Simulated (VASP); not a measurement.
Wanted: the native input for a VASP 6.6.1 run.

```
Task                               : single point
Functional                         : HSE06
Potentials or basis                : VASP PAW PBE potentials, release 64 (Cd, I)
Cutoff                             : 400 eV
k mesh                             : 6 × 6 × 4
Occupations                        : gaussian, width 0.01 eV
Spin                               : no spin polarisation
Dipole correction                  : no
Grid for exact exchange (PRECFOCK) : Normal
Further INCAR settings             : ALGO = Normal; EDIFF = 1e-06; NBANDS = 20
Screening parameter                : 0.2079 1/Å
```

Crystal: CdI2.

```
Cd I
1.0
     4.24701    0.00000    0.00000
    -2.12350    3.67802    0.00000
     0.00000    0.00000    6.89503
Cd I
1 2
Direct
  0.00000 0.00000 0.00000
  0.33333 0.66667 0.24939
  0.66667 0.33333 0.75061
```

One way to write it, as run:

POSCAR

```
CdI2
1.0
    4.2470087270      0.0000000000      0.0000000000
   -2.1235043635      3.6780174477      0.0000000000
    0.0000000000      0.0000000000      6.8950251662
Cd I
1 2
Direct
    0.0000000000      0.0000000000      0.0000000000
    0.3333333333      0.6666666667      0.2493934741
    0.6666666667      0.3333333333      0.7506065259
```

INCAR.step1

```
SYSTEM = CdI2
  PREC = Accurate
  ENCUT = 400
  EDIFF = 1E-5
  ISMEAR = 0
  SIGMA = 0.01
  LREAL = .FALSE.
  LASPH = .TRUE.
  NELM = 120
  ALGO = Normal
  ISIF = 2
  LWAVE = .TRUE.
  GGA = PE
  NBANDS = 20
  GGA_COMPAT = .FALSE.
  KPAR = 4
```

INCAR.step2

```
SYSTEM = CdI2
  PREC = Accurate
  ENCUT = 400
  EDIFF = 1E-6
  ISMEAR = 0
  SIGMA = 0.01
  LREAL = .FALSE.
  LASPH = .TRUE.
  NELM = 120
  ALGO = Normal
  ISIF = 2
  LWAVE = .FALSE.
  LCHARG = .TRUE.
  GGA = PE
  LHFCALC = .TRUE.
  HFSCREEN = 0.2079
  PRECFOCK = Normal
  LVHAR = .TRUE.
  ISTART = 1
  NBANDS = 20
  GGA_COMPAT = .FALSE.
  KPAR = 4
```

KPOINTS

```
regular mesh
0
G
  6 6 4
  0 0 0
```

Potentials or basis: VASP PAW PBE potentials, release 64 (Cd, I).

Command:

```bash
$ cat potpaw_PBE.64/Cd/POTCAR potpaw_PBE.64/I/POTCAR > POTCAR
$ cp INCAR.step1 INCAR
$ mpirun -np 4 vasp_std > vasp.out
$ cp INCAR.step2 INCAR
$ mpirun -np 4 vasp_std > vasp.out
```

It gave:

```
Pressure               : 0.6 GPa
Largest force          : 0.064 eV/Å
Band gap on the k mesh : 3.34 eV, indirect (least direct gap 3.62 eV)
```

Caveat: the PAW data sets were made with another functional, which shifts forces and pressure a little; spin-orbit coupling is left out, which moves the levels of the heavy elements; this functional lacks dispersion, which binds the layers, so the pressure and a relaxed spacing across them are unreliable.

Run time: 28 min on 4 MPI ranks on Intel(R) Xeon(R) Platinum 8375C CPU @ 2.90GHz (Ice Lake) (shared host), peak memory 0.33 GiB a rank.
